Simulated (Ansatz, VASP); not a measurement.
**Hf: VASP beside Ansatz**

The input INCAR:

```
SYSTEM = Hf
  PREC = Accurate
  ENCUT = 520
  EDIFF = 1E-7
  ISMEAR = 0
  SIGMA = 0.15
  LREAL = .FALSE.
  LASPH = .TRUE.
  NELM = 80
  ALGO = Fast
  ISIF = 2
  LWAVE = .FALSE.
  LCHARG = .FALSE.
  GGA = PS
  NBANDS = 17
```

File KPOINTS:

```
regular mesh
0
G
  18 18 10
  0 0 0
```

The input POSCAR:

```
Hf
1.0
    3.6161053706      0.0000000000      0.0000000000
   -1.8080526853      3.1316391137      0.0000000000
    0.0000000000      0.0000000000      5.0578000000
Hf
2
Direct
    0.3333333333      0.6666666667      0.2500000000
    0.6666666667      0.3333333333      0.7500000000
```

Input for Ansatz:

```yaml
crystal:
  lattice:
    - [3.6161053706, 0.0, 0.0]
    - [-1.8080526853, 3.1316391137, 0.0]
    - [0.0, 0.0, 5.0578]
  atoms:
    - { symbol: Hf, position: [0.3333333333, 0.6666666667, 0.25] }
    - { symbol: Hf, position: [0.6666666667, 0.3333333333, 0.75] }
basis:
  ecutwfc: 420
kpoints:
  mp_grid: { grid: [18, 18, 10] }
hamiltonian:
  xc: pbesol
scf:
  occupations: { method: gaussian, width: 0.15 }
output:
  forces: true
  stress: true
  eigenvalues: true
```

Change from the starting cell: strain +0.1312 x Voigt [1, 1, 0, 0, 0, 0], atoms carried along.

Alike in both runs: task single point; functional PBEsol; k mesh 18 × 18 × 10; occupations gaussian, width 0.15 eV; no spin polarisation.

|  | VASP | Ansatz |
| --- | --- | --- |
| version | VASP 6.6.1 | Ansatz 0.2.0 |
| potentials or method | VASP PAW PBE potentials, release 64 (Hf_pv), cutoff 520 eV | scalar-relativistic, plane waves, PAW |
| valence electrons in the cell | 20 | 52 |

VASP gave:

* gap on the k mesh at the Fermi level (eV): none
* pressure (GPa): -19.0
* traceless stress, the component that is largest in VASP (GPa): 4.43

Problem. Estimate Ansatz's values.

Solution. gap on the k mesh at the Fermi level (eV): none; pressure (GPa): -18.7; traceless stress, the component that is largest in VASP (GPa): 4.50.

VASP's potentials were made for PBE, not for PBEsol. A gap of «none» marks a metal or a gap that the smearing closes. The functional is the same, so the differences come from potentials, cutoffs and numerics. VASP's potentials hold 20 valence electrons a cell and Ansatz's 52, so a difference there can come from the potentials and not from the codes.

Spin-orbit coupling is off throughout.
